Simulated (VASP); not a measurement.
Runs of VASP 6.6.1 on Sb. The structure is that of space group R-3m (No. 166), or close to it. The cells are those of the table. 

| potentials or basis | cell | cutoff (eV) | gap on the mesh (eV) | pressure (GPa) | largest force (eV/Å) |
| --- | --- | --- | --- | --- | --- |
| VASP PAW PBE potentials, release 64 (Sb_d_GW) | a = 4.831 Å, angles 49.5°, 2 atoms | 500 | none | 0.8 | 0.09 |
| VASP PAW PBE potentials, release 64 (Sb) | a = 4.191 Å, angles 67.1°, 2 atoms | 520 | none | -1.6 | 0.41 |
| VASP PAW PBE potentials, release 64 (Sb) | a = 4.429 Å, angles 59.0°, 2 atoms | 520 | none | (a) | 0.28 |
| VASP PAW PBE potentials, release 64 (Sb) | a = 4.575 Å, angles 55.1°, 2 atoms | 520 | none | 0.9 | 0.19 |
| VASP PAW PBE potentials, release 64 (Sb) | a = 5.007 Å, angles 46.4°, 2 atoms | 520 | none | (b) | 0.21 |

Alike in all rows: task single point; level PBEsol; no spin polarisation; k mesh 18 × 18 × 18; smearing gaussian 0.15 eV.

Q: Estimate the missing entries.

A: (a) 0.2; (b) 0.7.

Caveats: the PAW data sets were made with another functional, which shifts forces and pressure a little; spin-orbit coupling is left out, which moves the levels of the heavy elements; the stress differs along the axes, from -3 to 3 GPa (at least some runs).

A k mesh can miss the band edges, and the runs leave out spin-orbit coupling on Sb.

A gap of «none» marks levels without a gap at the run's occupations.

The runs don't all hold the same shells in valence.
